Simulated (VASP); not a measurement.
# Li8Ta8HO24 (a cell with a defect) in VASP: single point with PBE

Aim: the single point of Li8Ta8HO24 (a cell with a defect) with PBE.

Everything below comes from runs of VASP 6.6.1. Logs are shortened: lines on timing, memory, paths and dates and some standing lists are left out, and cuts for length are marked.

### 1 The cell of the first run

The cell holds a defect, 41 atoms: a = 7.581 Å, b = 7.581 Å, c = 7.581 Å, α = 86.44°, β = 86.44°, γ = 86.44°.

### 2 Single point, PBE (with an interstitial atom, then relaxed in part)

INCAR

```
SYSTEM = Li8Ta8HO24
PREC = Accurate ; ENCUT = 520
EDIFF = 1E-6 ; ISMEAR = 0
SIGMA = 0.01 ; LREAL = Auto
LASPH = .True. ; NELM = 100
ALGO = Normal ; ISIF = 2
LWAVE = .False. ; LCHARG = .False.
GGA = PE ; NELECT = 256.0
NBANDS = 154
```

KPOINTS

```
Automatic mesh
0
Gamma
  2 2 2
  0.5 0.5 0.5
```

POSCAR

```
Li8Ta8HO24
1.0
   -5.1913846689     -2.9972473360      4.6404663960
    5.1913846689     -2.9972473360      4.6404663960
    0.0000000000      5.9944946720      4.6404663960
Li Ta O H
8 8 24 1
Direct
    0.7349438501      0.7329529153      0.7291141009
    0.2190472995      0.2232056115      0.7204657872
    0.2134698182      0.7192428841      0.2197241927
    0.7481786687      0.2240229467      0.2022938147
    0.2038045644      0.2167519953      0.2172888939
    0.7196458083      0.7177263084      0.2212147441
    0.7288633096      0.2202019064      0.7387406452
    0.2013407829      0.7183315181      0.7242354764
    0.0022060391     -0.0021160416      0.0018115446
    0.4992310383      0.5051837503     -0.0020728462
    0.4979906319     -0.0017795896      0.5065055839
   -0.0055553507      0.5007139565      0.5021147590
    0.4905381392      0.5208725104      0.5061523125
    0.0004221539      0.0032378400      0.5006466933
    0.0001354031      0.5007509182      0.0013327707
    0.5002977370      0.0026285870      0.0045634519
    0.2544084939      0.4568340491      0.5761931522
    0.7525428645      0.9636515209      0.5754077129
    0.7563669862      0.4595528680      0.0739274761
    0.2579610087      0.9575277830      0.0756030870
    0.4413392488      0.7612254560      0.5861122501
    0.9476529183      0.2614219712      0.5789237167
    0.9536789304      0.7598928368      0.0790851227
    0.4538028601      0.2630541197      0.0923149592
    0.5685946460      0.4454635475      0.7584838356
    0.0698876160      0.9547602972      0.7601529695
    0.0699854469      0.4556317008      0.2611005601
    0.5662457601      0.9483476292      0.2649823650
    0.7512123094      0.5785355298      0.4613325627
    0.2560179006      0.0784979669      0.4613531476
    0.2574871633      0.5780374834      0.9570004722
    0.7571439493      0.0787361902      0.9658155192
    0.4522908503      0.5808550984      0.2618560849
    0.9590154789      0.0797240656      0.2596496359
    0.9548180236      0.5801898115      0.7605095784
    0.4585346603      0.0841860585      0.7607405864
    0.5590770706      0.2649365524      0.4182208363
    0.0688646864      0.7613852665      0.4563833764
    0.0737624169      0.2604179560      0.9555838061
    0.5736832497      0.7614637959      0.9530758843
    0.5004736487      0.2723171759      0.3006341254
```

Potentials or basis: VASP PAW PBE potentials, release 64 (Li_sv, Ta_pv, O, H).

The run is started by

```console
$ cat potpaw_PBE.64/Li_sv/POTCAR potpaw_PBE.64/Ta_pv/POTCAR potpaw_PBE.64/O/POTCAR potpaw_PBE.64/H/POTCAR > POTCAR
$ mpirun -np 1 vasp_std > vasp.out
```

OUTCAR:

```text
SYSTEM = Li8Ta8HO24
   PREC = Accurate
   ENCUT = 520
   EDIFF = 1E-6
   ISMEAR = 0
   LREAL = Auto
   LASPH = .True.
   NELM = 100
   ISIF = 2
   GGA = PE
   NELECT = 256.0

 ion  position               nearest neighbor table
   1  0.735  0.733  0.729-  35 1.99  40 2.04  18 2.05  12 3.08  11 3.10
   2  0.219  0.223  0.720-  17 2.05  39 2.06  36 2.07  14 3.06  11 3.08  12 3.09   9 3.10
   3  0.213  0.719  0.220-  33 2.07  38 2.08  20 2.09  15 3.02   9 3.04  12 3.09  10 3.10
   4  0.748  0.224  0.202-  34 1.94  19 1.98  37 2.13  32 2.16   9 2.92
   5  0.204  0.217  0.217-  27 2.06  24 2.10  30 2.12  34 2.18  39 2.27   9 2.95  14 3.01  15 3.03

   6  0.720  0.718  0.221-  23 2.05  29 2.07  28 2.07  10 3.05  13 3.06  15 3.08  16 3.10
   7  0.729  0.220  0.739-  32 1.99  22 2.02  25 2.04  16 3.05
   8  0.201  0.718  0.724-  26 2.02  31 2.06  21 2.08  35 2.19  15 2.99  12 3.00  13 3.04  14 3.05
[... 26 lines left out ...]
  26  0.070  0.955  0.760-   9 1.91   8 2.02  14 2.07
  27  0.070  0.456  0.261-  12 1.93   5 2.06  15 2.07
  28  0.566  0.948  0.265-  11 1.93   6 2.07  16 2.08
  29  0.751  0.579  0.461-  12 1.94  13 2.05   6 2.07
  30  0.256  0.078  0.461-  11 1.94  14 2.05   5 2.12
  31  0.257  0.578  0.957-  10 1.92   8 2.06  15 2.07
  32  0.757  0.079  0.966-   9 1.95   7 1.99  16 2.06   4 2.16
  33  0.452  0.581  0.262-  13 1.91   3 2.07  10 2.12
  34  0.959  0.080  0.260-  14 1.92   4 1.94   9 2.09   5 2.18
  35  0.955  0.580  0.761-  15 1.93   1 1.99  12 2.08   8 2.19
  36  0.459  0.084  0.761-  16 1.95  11 2.07   2 2.07
  37  0.559  0.265  0.418-  41 1.02  13 2.11   4 2.13  11 2.16
  38  0.069  0.761  0.456-  14 1.92   3 2.08  12 2.09
  39  0.074  0.260  0.956-  15 1.92   2 2.06   9 2.10   5 2.27
  40  0.574  0.761  0.953-  16 1.93   1 2.04  10 2.06
  41  0.500  0.272  0.301-  37 1.02

  LATTYP: Found a trigonal (rhomboedric) cell.
 ALAT       =     7.5807581907
 COS(alpha) =     0.0620684854

  Lattice vectors:

 A1 = (  -5.1913846689,  -2.9972473360,   4.6404663960)
 A2 = (   5.1913846689,  -2.9972473360,   4.6404663960)
 A3 = (   0.0000000000,   5.9944946720,   4.6404663960)

Analysis of symmetry for initial positions (statically):
=====================================================================
 Subroutine PRICEL returns:
 Original cell was already a primitive cell.

 Routine SETGRP: Setting up the symmetry group for a
 trigonal (rhombohedral) supercell.

 Subroutine GETGRP returns: Found  1 space group operations
 (whereof  1 operations were pure point group operations)
 out of a pool of 12 trial point group operations.

The static configuration has the point symmetry C_1 .

Analysis of symmetry for dynamics (positions and initial velocities):
[... 170 lines left out ...]
   EDIFFG = 0.1E-04   stopping-criterion for IOM
   NSW    =      0    number of steps for IOM
[... 5 lines left out ...]
   TEBEG  =    0.0;   TEEND  =   0.0 temperature during run
   PSTRESS=    0.0 pullay stress
   NELECT =     256.0000    total number of electrons
   NUPDOWN=      -1.0000    fix difference up-down
   EMIN   =  10.00;   EMAX   =-10.00  energy-range for DOS
   EFERMI =   0.00;   METHOD = LEGACY
   ISMEAR =     0;   SIGMA  =   0.01  broadening in eV -4-tet -1-fermi 0-gaus
   EFERMI_NEDOS =   21; number of points for ismear=-14 and -15
   IALGO  =     38    algorithm
   IMIX   =      4    mixing-type and parameters
     AMIX     =   0.40;   BMIX     =  1.00
     AMIX_MAG =   1.60;   BMIX_MAG =  1.00
  volume/ion in A,a.u.               =      10.57        71.31
  Fermi-wavevector in a.u.,A,eV,Ry     =   1.373774  2.596056 25.677659  1.887255
  Thomas-Fermi vector in A             =   2.499261
   LORBIT       =      0    0 simple, 1 ext, 2 COOP (PROOUT), +10 PAW based schemes
   GGA     = PE    functional components
   LHFCALC =     F    Hartree Fock is set to
   AEXX    =    0.0000 exact exchange contribution
   IVDW    =     0    specifies the selected vdW correction
   LEPSILON=     F    determine dielectric tensor
   LRPA    =     F    only Hartree local field effects (RPA)
 non-spin polarized calculation
 Gauss-broadening in eV      SIGMA  =   0.01
  energy-cutoff  :      520.00
  volume of cell :      433.23
 maximum number of plane-waves:     11669
   NGX = 29   NGY = 29   NGZ = 29

 number of electron     255.9999979 magnetization

 Free energy of the ion-electron system (eV)
  ---------------------------------------------------
  ext. energy  EPLUGINS =         0.00000000
  ---------------------------------------------------
  free energy    TOTEN  =      -344.68875389 eV

  energy without entropy =     -344.68875389  energy(sigma->0) =     -344.68875389

 E-fermi :   1.7575     XC(G=0): -10.7298

 val. band max:        1.6145629218   @ k =   0.2500   0.2500   0.2500
 cond. band min:       5.4428346220   @ k =   0.2500   0.2500  -0.2500
 fundamental gap:      3.8282717001
 Fermi energy:         1.7574891082

 k-point     1 :       0.2500    0.2500    0.2500
  band No.  band energies     occupation
      1     -41.1611      2.00000
      2     -41.0655      2.00000
      3     -41.0102      2.00000
      4     -40.9935      2.00000
      5     -40.9803      2.00000
      6     -40.9762      2.00000
[... 561 lines left out ...]
    139       6.6749      0.00000
    140       6.7371      0.00000
 [bands above 140 left out]

------------------------ aborting loop because EDIFF is reached ----------------------------------------

  FORCE on cell =-STRESS in cart. coord.  units (eV):
  Direction    XX          YY          ZZ          XY          YZ          ZX
  --------------------------------------------------------------------------------------
  -------------------------------------------------------------------------------------
  Total       -2.0793644     -4.6662362     -5.5253827     -1.8069262     -2.5545081      0.8398508
  in kB       -7.6899320    -17.2567347    -20.4340414     -6.6823978     -9.4471149      3.1059470
  external PRESSURE =     -15.1269027 kB  Pullay stress =       0.0000000 kB

 VOLUME and BASIS-vectors are now :
 -----------------------------------------------------------------------------
  energy-cutoff  :      520.00
  volume of cell :      433.23
      direct lattice vectors                 reciprocal lattice vectors
    -5.191384669 -2.997247336  4.640466396    -0.096313418 -0.055606578  0.071831860
     5.191384669 -2.997247336  4.640466396     0.096313418 -0.055606578  0.071831860
     0.000000000  5.994494672  4.640466396     0.000000000  0.111213155  0.071831860

 POSITION                                       TOTAL-FORCE (eV/Angst)
 -----------------------------------------------------------------------------------
     -0.01034     -0.02898     10.19516         0.002237     -0.000477     -0.003558
      0.02159      2.99329      5.39556        -0.001103      0.002215     -0.002064
      2.62566     -1.47844      5.34784         0.005064      0.000451     -0.001041
     -2.72109     -1.70128      5.45021        -0.003621      0.002225     -0.002419
      0.06722      0.04203      2.95990         0.002620      0.000704     -0.002806
     -0.00996     -2.98209      7.69662         0.000813     -0.000366     -0.002710
[... 33 lines left out ...]
      0.97484      1.71144     10.61842        -0.050628     -0.007067     -0.026391
     -1.18445     -0.51410      4.98119         0.040265     -0.068579     -0.088696
 -----------------------------------------------------------------------------------
    total drift:                               -0.015575     -0.024719     -0.025003

  FREE ENERGIE OF THE ION-ELECTRON SYSTEM (eV)
  ---------------------------------------------------
  free  energy   TOTEN  =      -344.6887538883 eV

  energy  without entropy=     -344.6887538883  energy(sigma->0) =     -344.68875389
```

OSZICAR:

```text
N       E                     dE             d eps       ncg     rms          rms(c)
DAV:   1     0.267375206647E+04    0.26738E+04   -0.13667E+05  1232   0.176E+03
DAV:   2    -0.122412267448E+03   -0.27962E+04   -0.26625E+04  1400   0.500E+02
DAV:   3    -0.395641777110E+03   -0.27323E+03   -0.27131E+03  1496   0.155E+02
DAV:   4    -0.409258989110E+03   -0.13617E+02   -0.13584E+02  1872   0.310E+01
DAV:   5    -0.411476952108E+03   -0.22180E+01   -0.22172E+01  2088   0.721E+00    0.954E+01
DAV:   6    -0.345692184789E+03    0.65785E+02   -0.32179E+02  1378   0.523E+01    0.365E+01
DAV:   7    -0.344953116101E+03    0.73907E+00   -0.17532E+01  1456   0.115E+01    0.218E+01
DAV:   8    -0.344731953362E+03    0.22116E+00   -0.30278E+00  1544   0.562E+00    0.335E+00
DAV:   9    -0.344682736389E+03    0.49217E-01   -0.35425E-01  1664   0.181E+00    0.729E-01
DAV:  10    -0.344687404234E+03   -0.46678E-02   -0.71301E-02  1584   0.835E-01    0.520E-01
DAV:  11    -0.344687569314E+03   -0.16508E-03   -0.12284E-02  1640   0.386E-01    0.184E-01
DAV:  12    -0.344688697523E+03   -0.11282E-02   -0.35308E-03  1528   0.180E-01    0.814E-02
DAV:  13    -0.344688722869E+03   -0.25346E-04   -0.45334E-04  1688   0.718E-02    0.575E-02
DAV:  14    -0.344688750096E+03   -0.27226E-04   -0.13720E-04  1432   0.320E-02    0.108E-02
DAV:  15    -0.344688753065E+03   -0.29697E-05   -0.16962E-05  1576   0.116E-02    0.627E-03
DAV:  16    -0.344688753888E+03   -0.82305E-06   -0.41436E-06   976   0.665E-03
   1 F= -.34468875E+03 E0= -.34468875E+03  d E =-.270486E-91
```

stdout:

```text
POSCAR found type information on POSCAR LiTaO H
 POSCAR found :  4 types and      41 ions
 scaLAPACK will be used
 LDA part: xc-table for (Slater+PW92), standard interpolation
 POSCAR, INCAR and KPOINTS ok, starting setup
 FFT: planning ... GRIDC
 FFT: planning ... GRID_SOFT
 FFT: planning ... GRID
 WAVECAR not read
 entering main loop
 the old and the new charge density differ
 old charge density:   257.00000 new  256.00000
    0.954E+01
```

Run time: 3.7 min. Hardware: 1 thread of Intel Xeon 6975P-C (Granite Rapids), shared host; peak memory 0.53 GiB.

What came out:

```yaml
Free_energy: -344.6888 eV
Largest_force: 0.119 eV/Å
```

Forces on the atoms (eV/Å):
```
Li   0.002  0.000 -0.004
Li  -0.001  0.002 -0.002
Li   0.005  0.000 -0.001
Li  -0.004  0.002 -0.002
Li   0.003  0.001 -0.003
Li   0.001  0.000 -0.003
Li   0.006 -0.007 -0.011
Li  -0.002 -0.002 -0.001
Ta   0.024  0.000  0.088
Ta  -0.007  0.002  0.084
Ta   0.007  0.012  0.091
Ta   0.009 -0.003  0.092
Ta  -0.078  0.016  0.045
Ta   0.018  0.022  0.079
Ta   0.007  0.001  0.090
Ta   0.003 -0.009  0.081
O    0.027  0.066 -0.037
O   -0.005  0.037 -0.001
O    0.020  0.053 -0.025
O    0.015  0.053 -0.032
O    0.007  0.060 -0.009
O   -0.037  0.062 -0.026
O   -0.027  0.061 -0.036
O   -0.013  0.056 -0.012
O   -0.036 -0.035 -0.030
O   -0.037 -0.055 -0.034
O   -0.040 -0.055 -0.033
O   -0.035 -0.050 -0.038
O    0.048 -0.021 -0.015
O    0.056 -0.011 -0.022
O    0.067 -0.008 -0.031
O    0.042 -0.013 -0.011
O    0.035 -0.064 -0.045
O    0.030 -0.055 -0.023
O    0.031 -0.049 -0.022
O    0.038 -0.036 -0.018
O   -0.025  0.053  0.065
O   -0.072 -0.005 -0.035
O   -0.069 -0.005 -0.038
O   -0.051 -0.007 -0.026
H    0.040 -0.069 -0.089
```

Levels at points of the mesh, in eV from the Fermi level:
```
           k point  band 126  band 127  band 128  band 129  band 130  band 131
(0.25, 0.25, 0.25)     -0.18     -0.17     -0.14      3.79      3.97      4.09
```

Caveat: the cell carries a net charge on a neutralising background, which shifts energy and pressure; the cell differs from its parent crystal (with an interstitial atom, then relaxed in part); the cell is charged against a uniform background, so pressure and absolute levels hang on convention; the cutoff is under 1.25 times the usual one of these potentials, so pressure, stress and relaxed cells hold a basis-set (Pulay) error; spin-orbit coupling is left out, which moves the levels of the heavy elements.
